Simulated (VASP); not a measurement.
# As in VASP: settings compared, part 2 of 4

VASP 6.6.1.

### Step 3. Single point, LDA

This run uses another cell than the first one, of 20.95 Å³/atom, 1.019 times its volume.

INCAR reads:

```
SYSTEM = As
PREC     = Accurate       ! precision mode
ENCUT    = 600            ! plane-wave cutoff, eV
EDIFF    = 1E-6           ! SCF threshold, eV
ISMEAR   = -1             ! smearing method
SIGMA    = 0.05           ! smearing width, eV
LREAL    = .FALSE.        ! projectors in reciprocal space
LASPH    = .TRUE.         ! aspherical terms in the spheres
NELM     = 120            ! most SCF steps
ALGO     = Normal         ! electronic algorithm
ISIF     = 2              ! what is computed and relaxed
LWAVE    = .FALSE.        ! write WAVECAR
LCHARG   = .TRUE.         ! write CHGCAR
GGA      = CA             ! functional
LELF     = .TRUE.         ! ELF
LVHAR    = .TRUE.       
NBANDS   = 14             ! bands
GGA_COMPAT= .FALSE.
```

KPOINTS reads:

```
Automatic mesh
0
G
  10 10 10
  0 0 0
```

POSCAR reads:

```
As
1.0
    2.7567085743      0.0000000000      0.0000000000
    0.0000000000      2.7567085743      0.0000000000
    0.0000000000      0.0000000000      2.7567085743
As
1
Direct
    0.5000000000      0.5000000000      0.5000000000
```

Potentials or basis: VASP PAW LDA potentials, release 64 (As_d).

The run is started by

```bash
$ cat potpaw_LDA.64/As_d/POTCAR > POTCAR
$ mpirun -np 1 vasp_std > vasp.out
```

Wall time 18 s (1 thread of AMD EPYC 7R43 (Zen 3), shared host); peak memory 0.1 GiB.

It converged, with:

```
Free energy : -5.2883 eV
Pressure    : -7.1 GPa
```

Levels at points of the mesh, in eV from the Fermi level:
| k point | band 3 | band 4 | band 5 | band 6 | band 7 | band 8 | band 9 | band 10 | band 11 | band 12 |
| --- | --- | --- | --- | --- | --- | --- | --- | --- | --- | --- |
| (0.00, 0.00, 0.00) | -35.89 | -35.89 | -35.89 | -14.39 | 3.96 | 3.96 | 3.96 | 8.71 | 8.71 | 9.99 |
| (0.50, 0.00, 0.00) | -35.91 | -35.90 | -35.88 | -11.51 | -6.39 | 6.03 | 6.03 | 11.40 | 13.76 | 14.23 |
| (0.50, 0.50, 0.00) | -35.91 | -35.91 | -35.85 | -8.55 | -3.89 | -3.89 | 2.83 | 7.95 | 16.35 | 17.73 |
| (0.50, 0.50, 0.50) | -35.93 | -35.85 | -35.85 | -5.36 | -1.63 | -1.63 | -1.63 | 6.18 | 6.18 | 6.18 |

### Step 4. Single point, PBE

This run uses another cell than the first one, of 19.76 Å³/atom, 0.962 times its volume.

INCAR reads:

```
PREC = Accurate
ENCUT = 500
EDIFF = 1E-6
ISMEAR = -1
SIGMA = 0.03
LREAL = False
LASPH = True
NELM = 120
ALGO = Normal
ISIF = 2
LWAVE = False
LCHARG = False
GGA = PE
NBANDS = 8
GGA_COMPAT = False
```

KPOINTS reads:

```
Automatic mesh
0
Gamma
  6 6 6
```

POSCAR reads:

```
As
1.0
    2.7036817444      0.0000000000      0.0000000000
    0.0000000000      2.7036817444      0.0000000000
    0.0000000000      0.0000000000      2.7036817444
As
1
Direct
    0.5000000000      0.5000000000      0.5000000000
```

Potentials or basis: VASP PAW PBE potentials, release 64 (As).

The run is started by

```bash
$ cat potpaw_PBE.64/As/POTCAR > POTCAR
$ mpirun -np 1 vasp_std > vasp.out
```

OUTCAR:

```text
PREC = Accurate
   ENCUT = 500
   EDIFF = 1E-6
   ISMEAR = -1
   LREAL = False
   LASPH = True
   NELM = 120
   ISIF = 2
   GGA = PE

 ion  position               nearest neighbor table
   1  0.500  0.500  0.500-

  LATTYP: Found a simple cubic cell.
 ALAT       =     2.7036817444

  Lattice vectors:

 A1 = (   2.7036817444,   0.0000000000,   0.0000000000)
 A2 = (   0.0000000000,   2.7036817444,   0.0000000000)
 A3 = (   0.0000000000,   0.0000000000,   2.7036817444)

Analysis of symmetry for initial positions (statically):
=====================================================================
 Subroutine PRICEL returns:
 Original cell was already a primitive cell.

 Routine SETGRP: Setting up the symmetry group for a
 simple cubic supercell.

 Subroutine GETGRP returns: Found 48 space group operations
 (whereof 48 operations were pure point group operations)
 out of a pool of 48 trial point group operations.

The static configuration has the point symmetry O_h .

Analysis of symmetry for dynamics (positions and initial velocities):
=====================================================================
 Subroutine PRICEL returns:
 Original cell was already a primitive cell.

 Routine SETGRP: Setting up the symmetry group for a
 simple cubic supercell.

 Subroutine GETGRP returns: Found 48 space group operations
 (whereof 48 operations were pure point group operations)
 out of a pool of 48 trial point group operations.

The dynamic configuration has the point symmetry O_h .

 Subroutine INISYM returns: Found 48 space group operations
 (whereof 48 operations are pure point group operations),
 and found     1 'primitive' translations

----------------------------------------------------------------------------------------

                                     Primitive cell

  volume of cell :      19.7636

  direct lattice vectors                    reciprocal lattice vectors
     2.703681744  0.000000000  0.000000000     0.369866018  0.000000000  0.000000000
     0.000000000  2.703681744  0.000000000     0.000000000  0.369866018  0.000000000
     0.000000000  0.000000000  2.703681744     0.000000000  0.000000000  0.369866018

  length of vectors
     2.703681744  2.703681744  2.703681744     0.369866018  0.369866018  0.369866018

  position of ions in fractional coordinates (direct lattice)
     0.500000000  0.500000000  0.500000000

  ion indices of the primitive-cell ions
   primitive index   ion index
                 1           1

----------------------------------------------------------------------------------------

 KPOINTS: Automatic mesh

Automatic generation of k-mesh.
 Grid dimensions read from file:
 generate k-points for:    6    6    6

 Generating k-lattice:

  Cartesian coordinates                     Fractional coordinates (reciprocal lattice)
     0.061644336  0.000000000  0.000000000     0.166666667  0.000000000  0.000000000
     0.000000000  0.061644336  0.000000000     0.000000000  0.166666667  0.000000000
     0.000000000  0.000000000  0.061644336     0.000000000  0.000000000  0.166666667

  Length of vectors
     0.061644336  0.061644336  0.061644336

  Shift w.r.t. Gamma in fractional coordinates (k-lattice)
     0.000000000  0.000000000  0.000000000

 Subroutine IBZKPT returns following result:
 ===========================================

 Found     20 irreducible k-points:

 Following reciprocal coordinates:
            Coordinates               Weight
  0.000000  0.000000  0.000000      1.000000
  0.166667  0.000000  0.000000      6.000000
  0.333333  0.000000  0.000000      6.000000
  0.500000  0.000000  0.000000      3.000000
  0.166667  0.166667  0.000000     12.000000
  0.333333  0.166667  0.000000     24.000000
[... 12 lines left out ...]
  0.500000  0.500000  0.333333      6.000000
  0.500000  0.500000  0.500000      1.000000
   k-points           NKPTS =     20   k-points in BZ     NKDIM =     20   number of bands    NBANDS=      8
   number of dos      NEDOS =    301   number of ions     NIONS =      1
   total plane-waves  NPLWV =   8000
   dimension x,y,z NGX =    20 NGY =   20 NGZ =   20
   dimension x,y,z NGXF=    40 NGYF=   40 NGZF=   40
   ions per type =               1
   NGX,Y,Z   is equivalent  to a cutoff of  12.30, 12.30, 12.30 a.u.
   NGXF,Y,Z  is equivalent  to a cutoff of  24.60, 24.60, 24.60 a.u.
 SYSTEM =  unknown system
   PREC   = accura    normal or accurate (medium, high low for compatibility)
   ISTART =      0    job   : 0-new  1-cont  2-samecut
   ICHARG =      2    charge: 1-file 2-atom 10-const
   ISPIN  =      1    spin polarized calculation?
   LNONCOLLINEAR =      F non collinear calculations
   LSORBIT =      F    spin-orbit coupling
   LASPH  =      T    aspherical Exc in radial PAW
   ENCUT  =  500.0 eV  36.75 Ry    6.06 a.u.   4.93  4.93  4.93*2*pi/ulx,y,z
   NELM   =    120;   NELMIN=  2; NELMDL= -5     # of ELM steps
   EDIFF  = 0.1E-05   stopping-criterion for ELM
   LREAL  =      F    real-space projection
   EDIFFG = 0.1E-04   stopping-criterion for IOM
   NSW    =      0    number of steps for IOM
   IBRION =     -1    ionic relax: 0-MD 1-quasi-New 2-CG
   NFREE  =      0    steps in history (QN), initial steepest desc. (CG)
   ISIF   =      2    stress and relaxation
   ISYM   =      2    0-nonsym 1-usesym 2-fastsym
   POTIM  = 0.5000    time-step for ionic-motion
   TEBEG  =    0.0;   TEEND  =   0.0 temperature during run
   PSTRESS=    0.0 pullay stress
   NELECT =       5.0000    total number of electrons
   NUPDOWN=      -1.0000    fix difference up-down
   EMIN   =  10.00;   EMAX   =-10.00  energy-range for DOS
   EFERMI =   0.00;   METHOD = LEGACY
   ISMEAR =    -1;   SIGMA  =   0.03  broadening in eV -4-tet -1-fermi 0-gaus
   EFERMI_NEDOS =   21; number of points for ismear=-14 and -15
   IALGO  =     38    algorithm
   IMIX   =      4    mixing-type and parameters
     AMIX     =   0.40;   BMIX     =  1.00
     AMIX_MAG =   1.60;   BMIX_MAG =  1.00
  volume/ion in A,a.u.               =      19.76       133.37
  Fermi-wavevector in a.u.,A,eV,Ry     =   1.035403  1.956627 14.586243  1.072059
  Thomas-Fermi vector in A             =   2.169744
   LORBIT       =      0    0 simple, 1 ext, 2 COOP (PROOUT), +10 PAW based schemes
   GGA     = PE    functional components
   LHFCALC =     F    Hartree Fock is set to
   AEXX    =    0.0000 exact exchange contribution
   IVDW    =     0    specifies the selected vdW correction
   LEPSILON=     F    determine dielectric tensor
   LRPA    =     F    only Hartree local field effects (RPA)
 non-spin polarized calculation
  energy-cutoff  :      500.00
  volume of cell :       19.76
 maximum number of plane-waves:       512
 NGX is ok and might be reduce to    20
   NGX =  9   NGY =  9   NGZ =  9

 number of electron       5.0000001 magnetization

 Free energy of the ion-electron system (eV)
  ---------------------------------------------------
  ext. energy  EPLUGINS =         0.00000000
  ---------------------------------------------------
  free energy    TOTEN  =        -4.57821491 eV

  energy without entropy =       -4.57660963  energy(sigma->0) =       -4.57741227

 E-fermi :   6.3020     XC(G=0): -10.4308

 val. band max:        6.2220677404   @ k =   0.1667   0.1667   0.0000
 cond. band min:       6.3819818844   @ k =   0.5000   0.3333   0.3333
 fundamental gap:      0.1599141440
 Fermi energy:         6.3020271407

 k-point     1 :       0.0000    0.0000    0.0000
  band No.  band energies     occupation
      1      -9.0416      2.00000
      2      10.0943      0.00000
      3      10.0943      0.00000
      4      10.0943      0.00000
      5      14.4346      0.00000
      6      14.4346      0.00000
      7      16.4986      0.00000
      8      30.8531      0.00000
[... 199 lines left out ...]
 k-point    20 :       0.5000    0.5000    0.5000
  band No.  band energies     occupation
      1       1.0148      2.00000
      2       4.1144      2.00000
      3       4.1144      2.00000
      4       4.1144      2.00000
      5      11.8780      0.00000
      6      11.8780      0.00000
      7      11.8780      0.00000
      8      15.4822      0.00000

------------------------ aborting loop because EDIFF is reached ----------------------------------------

  FORCE on cell =-STRESS in cart. coord.  units (eV):
  Direction    XX          YY          ZZ          XY          YZ          ZX
  --------------------------------------------------------------------------------------
  -------------------------------------------------------------------------------------
  Total        0.3144302      0.3144302      0.3144302      0.0000000      0.0000000     -0.0000000
  in kB       25.4898990     25.4898990     25.4898990      0.0000000      0.0000000     -0.0000000
  external PRESSURE =      25.4898990 kB  Pullay stress =       0.0000000 kB

 VOLUME and BASIS-vectors are now :
 -----------------------------------------------------------------------------
  energy-cutoff  :      500.00
  volume of cell :       19.76
      direct lattice vectors                 reciprocal lattice vectors
     2.703681744  0.000000000  0.000000000     0.369866018  0.000000000  0.000000000
     0.000000000  2.703681744  0.000000000     0.000000000  0.369866018  0.000000000
     0.000000000  0.000000000  2.703681744     0.000000000  0.000000000  0.369866018

 POSITION                                       TOTAL-FORCE (eV/Angst)
 -----------------------------------------------------------------------------------
      1.35184      1.35184      1.35184         0.000000      0.000000      0.000000
 -----------------------------------------------------------------------------------
    total drift:                                0.000000      0.000000      0.000000

  FREE ENERGIE OF THE ION-ELECTRON SYSTEM (eV)
  ---------------------------------------------------
  free  energy   TOTEN  =        -4.5782149072 eV

  energy  without entropy=       -4.5766096322  energy(sigma->0) =       -4.57741227
```

Run time: 6.3 s. Hardware: 1 thread of AMD EPYC 7R13, shared host; peak memory 0.09 GiB.

What came out:

| Quantity | Value |
| --- | --- |
| Free energy | -4.5782 eV |
| Pressure | 2.5 GPa |

Levels at points of the mesh, in eV from the Fermi level:
| k point | band 1 | band 2 | band 3 | band 4 | band 5 | band 6 | band 7 |
| --- | --- | --- | --- | --- | --- | --- | --- |
| (0.00, 0.00, 0.00) | -15.34 | 3.79 | 3.79 | 3.79 | 8.13 | 8.13 | 10.20 |
| (0.50, 0.00, 0.00) | -12.20 | -7.30 | 6.09 | 6.09 | 10.81 | 13.77 | 14.38 |
| (0.50, 0.50, 0.00) | -8.92 | -4.63 | -4.63 | 2.15 | 8.26 | 16.10 | 17.09 |
| (0.50, 0.50, 0.50) | -5.29 | -2.19 | -2.19 | -2.19 | 5.58 | 5.58 | 5.58 |

Caveat: the k points lie up to 0.39 Å⁻¹ apart.

(Continued in part 3 of 4.)
